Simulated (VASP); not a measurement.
Crystal: GaS3.

```
Ga S
1.0
     0.00000    3.49281    3.49281
     3.49281    0.00000    3.49281
     3.49281    3.49281    0.00000
Ga S
1 3
Direct
  0.00000 0.00000 0.00000
  0.50000 0.50000 0.50000
  0.75000 0.75000 0.75000
  0.25000 0.25000 0.25000
```

```yaml
Program: VASP 6.6.1
Task: relaxation of cell and atoms
Functional: PBE
Potentials_or_basis: VASP PAW PBE potentials, release 64 (Ga_d, S)
Cutoff: 600 eV
k_mesh: 4 × 4 × 4
Occupations: gaussian, width 0.1 eV
Spin: no spin polarisation
```

At the start: pressure -10.1 GPa; volume 21.31 Å³/atom.

Problem. Where does the relaxation end?

Solution. Over 4 steps the energy falls by 192.2 meV/atom and the volume is 16.55 Å³/atom (-22.3 %); space group Fm-3m (No. 225, to 0.05 Å).

Step by step:
| step | energy change (eV) | largest force (eV/Å) | pressure (GPa) | volume (Å³) |
| --- | --- | --- | --- | --- |
| 1 | 0.0000 | 0.0000 | -10.08 | 85.22 |
| 2 | -0.7309 | 0.0000 | -3.30 | 69.73 |
| 3 | -0.7683 | 0.0000 | -0.43 | 66.64 |
| 4 | -0.7687 | 0.0000 | 0.07 | 66.21 |

Final structure:
```
Ga S
1.0
     0.00000    3.21096    3.21096
     3.21096    0.00000    3.21096
     3.21096    3.21096    0.00000
Ga S
1 3
Direct
  0.00000 0.00000 0.00000
  0.50000 0.50000 0.50000
  0.75000 0.75000 0.75000
  0.25000 0.25000 0.25000
```

Caveat: the k points lie up to 0.42 Å⁻¹ apart in the final cell; the volume moved by over 15 % at a fixed basis, so the end points are rough.
